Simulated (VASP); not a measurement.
A run of VASP 6.6.1 is set up as follows.

The input INCAR:

```
SYSTEM = SiO2
PREC = Accurate
ENCUT = 520
EDIFF = 1E-6
ISMEAR = -1
SIGMA = 0.03
LREAL = .FALSE.
LASPH = .TRUE.
NELM = 80
ALGO = Normal
ISIF = 2
LWAVE = .FALSE.
LCHARG = .FALSE.
GGA = PE
NBANDS = 25
```

The input KPOINTS:

```
regular mesh
0
G
  6 6 9
  0 0 0
```

The input POSCAR:

```
SiO2
1.0
    4.0546970000      0.0000000000      0.0000000000
    0.0000000000      4.0546970000      0.0000000000
    0.0000000000      0.0000000000      2.6678000000
Si O
2 4
Direct
    0.0000000000      0.0000000000      0.0000000000
    0.5000000000      0.5000000000      0.5000000000
    0.3067000000      0.3067000000      0.0000000000
    0.1933000000      0.8067000000      0.5000000000
    0.6933000000      0.6933000000      0.0000000000
    0.8067000000      0.1933000000      0.5000000000
```

Potentials or basis: VASP PAW PBE potentials, release 64 (Si, O).

Launch:

```sh
$ cat potpaw_PBE.64/Si/POTCAR potpaw_PBE.64/O/POTCAR > POTCAR
$ mpirun -np 1 vasp_std > vasp.out
```

**Question.** What does it give for the largest force?

**Answer.** 0.801 eV/Å.

**Question.** Estimate the band gap on the k mesh.

**Answer.** 6.45 eV, direct.

**Question.** Predict the pressure.

**Answer.** 33.3 GPa.

Stress tensor (GPa, compression positive):
```
36.53  0.00  0.00
 0.00 36.53  0.00
 0.00  0.00 26.79
```

Caveat: the cell differs from its parent crystal (equal xx and yy strain of -3 %). A k mesh can miss the band edges.
